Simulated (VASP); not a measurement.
# Gd (Fm-3m) in VASP: notebook

Runs on Gd. Level: PBE. Tasks: single point.

All numbers are computed with VASP 6.6.1; they aren't measurements. Logs are shortened: lines on timing, memory, paths and dates and some standing lists are left out, and cuts for length are marked.

### 1 The cell of the first run

The structure is cubic, space group Fm-3m (No. 225). The conventional cell has a = 5.571 Å, b = 5.571 Å, c = 5.571 Å, α = 90.00°, β = 90.00°, γ = 90.00°. Gd (site symmetry m-3m) has 12 Gd at 3.94 Å within 5.2 Å.

### 2 Single point, PBE, collinear spin, ferromagnetic start (volume scaled by 1.25)

File INCAR:

```
PREC = Accurate
ENCUT = 520
EDIFF = 1E-6
ISMEAR = -1
SIGMA = 0.05
LREAL = F
LASPH = T
NELM = 150
ALGO = Normal
ISIF = 2
LWAVE = F
LCHARG = F
ISPIN = 2
MAGMOM = 7
LORBIT = 11
LMAXMIX = 6
GGA = PE
NBANDS = 19
```

File KPOINTS:

```
Automatic mesh
0
Gamma
  11 11 11
```

File POSCAR:

```
Gd
1.0
    0.0000000000      2.7854891700      2.7854891700
    2.7854891700      0.0000000000      2.7854891700
    2.7854891700      2.7854891700      0.0000000000
Gd
1
Direct
    0.0000000000      0.0000000000      0.0000000000
```

Potentials or basis: VASP PAW PBE potentials, release 64 (Gd).

Started as:

```sh
$ cat potpaw_PBE.64/Gd/POTCAR > POTCAR
$ mpirun -np 1 vasp_std > vasp.out
```

OUTCAR:

```text
PREC = Accurate
   ENCUT = 520
   EDIFF = 1E-6
   ISMEAR = -1
   LREAL = F
   LASPH = T
   NELM = 150
   ISIF = 2
   ISPIN = 2
   LORBIT = 11
   GGA = PE

 ion  position               nearest neighbor table
   1  0.000  0.000  0.000-

  LATTYP: Found a face centered cubic cell.
 ALAT       =     5.5709783400

  Lattice vectors:

 A1 = (   0.0000000000,   2.7854891700,   2.7854891700)
 A2 = (   2.7854891700,   0.0000000000,   2.7854891700)
 A3 = (   2.7854891700,   2.7854891700,   0.0000000000)

Analysis of symmetry for initial positions (statically):
=====================================================================
 Subroutine PRICEL returns:
 Original cell was already a primitive cell.

 Routine SETGRP: Setting up the symmetry group for a
 face centered cubic supercell.

 Subroutine GETGRP returns: Found 48 space group operations
 (whereof 48 operations were pure point group operations)
 out of a pool of 48 trial point group operations.

The static configuration has the point symmetry O_h .

Analysis of symmetry for dynamics (positions and initial velocities):
=====================================================================
 Subroutine PRICEL returns:
 Original cell was already a primitive cell.

 Routine SETGRP: Setting up the symmetry group for a
 face centered cubic supercell.

 Subroutine GETGRP returns: Found 48 space group operations
 (whereof 48 operations were pure point group operations)
 out of a pool of 48 trial point group operations.

The dynamic configuration has the point symmetry O_h .

Analysis of structural, dynamic, and magnetic symmetry:
=====================================================================
 Subroutine PRICEL returns:
 Original cell was already a primitive cell.

 Routine SETGRP: Setting up the symmetry group for a
 face centered cubic supercell.

 Subroutine GETGRP returns: Found 48 space group operations
 (whereof 48 operations were pure point group operations)
 out of a pool of 48 trial point group operations.

The overall configuration has the point symmetry O_h .

 Subroutine INISYM returns: Found 48 space group operations
 (whereof 48 operations are pure point group operations),
 and found     1 'primitive' translations

----------------------------------------------------------------------------------------

                                     Primitive cell

  volume of cell :      43.2249

  direct lattice vectors                    reciprocal lattice vectors
     0.000000000  2.785489170  2.785489170    -0.179501685  0.179501685  0.179501685
     2.785489170  0.000000000  2.785489170     0.179501685 -0.179501685  0.179501685
     2.785489170  2.785489170  0.000000000     0.179501685  0.179501685 -0.179501685

  length of vectors
     3.939276562  3.939276562  3.939276562     0.310906039  0.310906039  0.310906039

  position of ions in fractional coordinates (direct lattice)
     0.000000000  0.000000000  0.000000000

  ion indices of the primitive-cell ions
   primitive index   ion index
                 1           1

----------------------------------------------------------------------------------------

 KPOINTS: Automatic mesh

Automatic generation of k-mesh.
 Grid dimensions read from file:
 generate k-points for:   11   11   11

 Generating k-lattice:

  Cartesian coordinates                     Fractional coordinates (reciprocal lattice)
    -0.016318335  0.016318335  0.016318335     0.090909091  0.000000000  0.000000000
     0.016318335 -0.016318335  0.016318335     0.000000000  0.090909091  0.000000000
     0.016318335  0.016318335 -0.016318335     0.000000000  0.000000000  0.090909091

  Length of vectors
     0.028264185  0.028264185  0.028264185

  Shift w.r.t. Gamma in fractional coordinates (k-lattice)
     0.000000000  0.000000000  0.000000000

 Subroutine IBZKPT returns following result:
 ===========================================

 Found     56 irreducible k-points:

 Following reciprocal coordinates:
            Coordinates               Weight
  0.000000  0.000000  0.000000      1.000000
  0.090909  0.000000  0.000000      8.000000
  0.181818  0.000000  0.000000      8.000000
  0.272727  0.000000  0.000000      8.000000
  0.363636  0.000000  0.000000      8.000000
  0.454545  0.000000  0.000000      8.000000
[... 16 lines left out ...]
 -0.272727  0.181818  0.000000     24.000000
 -0.181818  0.181818  0.000000     12.000000
 [... further k-points ...]
   k-points           NKPTS =     56   k-points in BZ     NKDIM =     56   number of bands    NBANDS=     19
   number of dos      NEDOS =    301   number of ions     NIONS =      1
   total plane-waves  NPLWV =  27000
   dimension x,y,z NGX =    30 NGY =   30 NGZ =   30
   dimension x,y,z NGXF=    60 NGYF=   60 NGZF=   60
   ions per type =               1
   NGX,Y,Z   is equivalent  to a cutoff of  12.66, 12.66, 12.66 a.u.
   NGXF,Y,Z  is equivalent  to a cutoff of  25.32, 25.32, 25.32 a.u.
 SYSTEM =  unknown system
   PREC   = accura    normal or accurate (medium, high low for compatibility)
   ISTART =      0    job   : 0-new  1-cont  2-samecut
   ICHARG =      2    charge: 1-file 2-atom 10-const
   ISPIN  =      2    spin polarized calculation?
   LNONCOLLINEAR =      F non collinear calculations
   LSORBIT =      F    spin-orbit coupling
   LASPH  =      T    aspherical Exc in radial PAW
   ENCUT  =  520.0 eV  38.22 Ry    6.18 a.u.   7.32  7.32  7.32*2*pi/ulx,y,z
   NELM   =    150;   NELMIN=  2; NELMDL= -5     # of ELM steps
   EDIFF  = 0.1E-05   stopping-criterion for ELM
   LREAL  =      F    real-space projection
   EDIFFG = 0.1E-04   stopping-criterion for IOM
   NSW    =      0    number of steps for IOM
   IBRION =     -1    ionic relax: 0-MD 1-quasi-New 2-CG
   NFREE  =      0    steps in history (QN), initial steepest desc. (CG)
   ISIF   =      2    stress and relaxation
   ISYM   =      2    0-nonsym 1-usesym 2-fastsym
   POTIM  = 0.5000    time-step for ionic-motion
   TEBEG  =    0.0;   TEEND  =   0.0 temperature during run
   PSTRESS=    0.0 pullay stress
   NELECT =      18.0000    total number of electrons
   NUPDOWN=      -1.0000    fix difference up-down
   EMIN   =  10.00;   EMAX   =-10.00  energy-range for DOS
   EFERMI =   0.00;   METHOD = LEGACY
   ISMEAR =    -1;   SIGMA  =   0.05  broadening in eV -4-tet -1-fermi 0-gaus
   EFERMI_NEDOS =   21; number of points for ismear=-14 and -15
   IALGO  =     38    algorithm
   IMIX   =      4    mixing-type and parameters
     AMIX     =   0.40;   BMIX     =  1.00
     AMIX_MAG =   1.60;   BMIX_MAG =  1.00
  volume/ion in A,a.u.               =      43.22       291.70
  Fermi-wavevector in a.u.,A,eV,Ry     =   1.222515  2.310218 20.334491  1.494543
  Thomas-Fermi vector in A             =   2.357659
   LORBIT       =     11    0 simple, 1 ext, 2 COOP (PROOUT), +10 PAW based schemes
   GGA     = PE    functional components
   LHFCALC =     F    Hartree Fock is set to
   AEXX    =    0.0000 exact exchange contribution
   IVDW    =     0    specifies the selected vdW correction
   LEPSILON=     F    determine dielectric tensor
   LRPA    =     F    only Hartree local field effects (RPA)
 spin polarized calculation
  energy-cutoff  :      520.00
  volume of cell :       43.22
 maximum number of plane-waves:      1211
 NGX is ok and might be reduce to    30
   NGX = 15   NGY = 15   NGZ = 15

 number of electron      18.0000007 magnetization       7.8087716

 Free energy of the ion-electron system (eV)
  ---------------------------------------------------
  ext. energy  EPLUGINS =         0.00000000
  ---------------------------------------------------
  free energy    TOTEN  =       -11.47902963 eV

  energy without entropy =      -11.44481585  energy(sigma->0) =      -11.46192274

 E-fermi :   1.8378     XC(G=0):  -8.8513

 val. band max:        1.8326569078   @ k =   0.3636   0.0000   0.0000
 cond. band min:       1.8553307761   @ k =  -0.2727   0.3636   0.0909
 fundamental gap:      0.0226738683
 Fermi energy:         1.8378376136

 spin component 1

 k-point     1 :       0.0000    0.0000    0.0000
  band No.  band energies     occupation
      1     -43.8601      1.00000
      2     -21.0822      1.00000
      3     -21.0822      1.00000
      4     -21.0822      1.00000
      5      -3.2915      1.00000
      6      -3.2318      1.00000
[... 11 lines left out ...]
     18       9.6769      0.00000
     19      12.4924      0.00000

 k-point     2 :       0.0909    0.0000    0.0000
  band No.  band energies     occupation
      1     -43.8586      1.00000
      2     -21.1052      1.00000
      3     -21.0854      1.00000
      4     -21.0854      1.00000
      5      -3.2880      1.00000
      6      -3.2330      1.00000
[... 476 lines left out ...]
 k-point    24 :      -0.1818    0.1818    0.0000
  band No.  band energies     occupation
      1     -43.8481      1.00000
      2     -21.2379      1.00000
      3     -21.1485      1.00000
      4     -21.1025      1.00000
      5      -3.2613      1.00000
      6      -3.2441      1.00000
[... 11 lines left out ...]
     18       9.8002      0.00000
     19      11.8275      0.00000

 [... further k-points ...]

 spin component 2

 k-point     1 :       0.0000    0.0000    0.0000
  band No.  band energies     occupation
      1     -40.6107      1.00000
      2     -18.6790      1.00000
      3     -18.6790      1.00000
      4     -18.6790      1.00000
      5      -1.8973      1.00000
      6       1.9837      0.05127
[... 11 lines left out ...]
     18      11.1420      0.00000
     19      13.2285      0.00000

 k-point     2 :       0.0909    0.0000    0.0000
  band No.  band energies     occupation
      1     -40.6089      1.00000
      2     -18.7077      1.00000
      3     -18.6828      1.00000
      4     -18.6828      1.00000
      5      -1.7249      1.00000
      6       1.9831      0.05192
[... 476 lines left out ...]
 k-point    24 :      -0.1818    0.1818    0.0000
  band No.  band energies     occupation
      1     -40.5952      1.00000
      2     -18.8724      1.00000
      3     -18.7605      1.00000
      4     -18.7030      1.00000
      5      -0.2584      1.00000
      6       1.9923      0.04356
[... 11 lines left out ...]
     18      10.8207      0.00000
     19      13.0585      0.00000

 [... further k-points ...]
[... 5 lines left out ...]
  --------------------------------------------------------------------------------------
  -------------------------------------------------------------------------------------
  Total       -1.3047924     -1.3047924     -1.3047924      0.0000000     -0.0000000     -0.0000000
  in kB      -48.3634828    -48.3634828    -48.3634828      0.0000000     -0.0000000     -0.0000000
  external PRESSURE =     -48.3634828 kB  Pullay stress =       0.0000000 kB

 VOLUME and BASIS-vectors are now :
 -----------------------------------------------------------------------------
  energy-cutoff  :      520.00
  volume of cell :       43.22
      direct lattice vectors                 reciprocal lattice vectors
     0.000000000  2.785489170  2.785489170    -0.179501685  0.179501685  0.179501685
     2.785489170  0.000000000  2.785489170     0.179501685 -0.179501685  0.179501685
     2.785489170  2.785489170  0.000000000     0.179501685  0.179501685 -0.179501685

 POSITION                                       TOTAL-FORCE (eV/Angst)
 -----------------------------------------------------------------------------------
      0.00000      0.00000      0.00000        -0.000000     -0.000000     -0.000000
 -----------------------------------------------------------------------------------
    total drift:                               -0.000000     -0.000000     -0.000000

  FREE ENERGIE OF THE ION-ELECTRON SYSTEM (eV)
  ---------------------------------------------------
  free  energy   TOTEN  =       -11.4790296252 eV

  energy  without entropy=      -11.4448158485  energy(sigma->0) =      -11.46192274

 total charge

# of ion       s       p       d       f       tot
--------------------------------------------------
    1        2.060   5.575   0.445   7.042  15.122

 magnetization (x)

# of ion       s       p       d       f       tot
--------------------------------------------------
    1        0.001  -0.052   0.249   6.769   6.967
```

Wall time 3.5 min (1 thread of Oxide Virtual Turin-like, shared host); peak memory 0.21 GiB.

What came out:

- Free energy: -11.4790 eV
- Pressure: -4.8 GPa
- Net moment: 7.81 μB per cell
- Site moments: Gd +6.97 μB
- Valence electrons inside the program's atomic spheres: Gd 15.12

Levels at points of the mesh, in eV from the Fermi level:
Spin up:
| k point | band 9 | band 10 | band 11 | band 12 | band 13 | band 14 | band 15 | band 16 | band 17 | band 18 |
| --- | --- | --- | --- | --- | --- | --- | --- | --- | --- | --- |
| (0.00, 0.00, 0.00) | -5.04 | -5.04 | -5.04 | -4.68 | 1.07 | 1.07 | 1.07 | 2.77 | 2.77 | 7.84 |
Spin down:
```
           k point  band 1  band 2  band 3  band 4  band 5  band 6  band 7  band 8  band 9  band 10
(0.00, 0.00, 0.00)  -42.45  -20.52  -20.52  -20.52   -3.74    0.15    0.22    0.22    0.22     0.38
```

Caveat: spin-orbit coupling is left out, which moves the levels of the heavy elements. The state reached can hang on the start; a lower one may exist.

### 3 Single point, PBE, collinear spin, ferromagnetic start (volume scaled by 1.25)

File INCAR:

```
SYSTEM = Gd
PREC = Accurate
ENCUT = 520
EDIFF = 1E-6
ISMEAR = -1
SIGMA = 0.05
LREAL = .False.
LASPH = .True.
NELM = 150
ALGO = Normal
ISIF = 2
LWAVE = .False.
LCHARG = .False.
ISPIN = 2
MAGMOM = 7
LORBIT = 11
LMAXMIX = 6
GGA = PE
NBANDS = 19
```

File KPOINTS:

```
Automatic mesh
0
Gamma
  11 11 11
  0 0 0
```

POSCAR is that of step 2.

Potentials or basis: VASP PAW PBE potentials, release 64 (Gd).

Started as:

```sh
$ cat potpaw_PBE.64/Gd/POTCAR > POTCAR
$ mpirun -np 1 vasp_std > vasp.out
```

Wall time 3.8 min (1 thread of Oxide Virtual Turin-like, shared host); peak memory 0.21 GiB.

It converged, with:

* Free energy: -11.4790 eV
* Pressure: -4.8 GPa
* Net moment: 7.81 μB per cell
* Site moments: Gd +6.97 μB
* Valence electrons inside the program's atomic spheres: Gd 15.12

Levels at points of the mesh, in eV from the Fermi level:
Spin up:
```tsv
k point	band 11	band 12	band 13	band 14	band 15	band 16
(0.00, 0.00, 0.00)	-5.04	-4.68	1.07	1.07	1.07	2.77
```
Spin down:
```
           k point  band 3  band 4  band 5  band 6  band 7  band 8
(0.00, 0.00, 0.00)  -20.52  -20.52   -3.74    0.15    0.22    0.22
```

Caveat: spin-orbit coupling is left out, which moves the levels of the heavy elements.
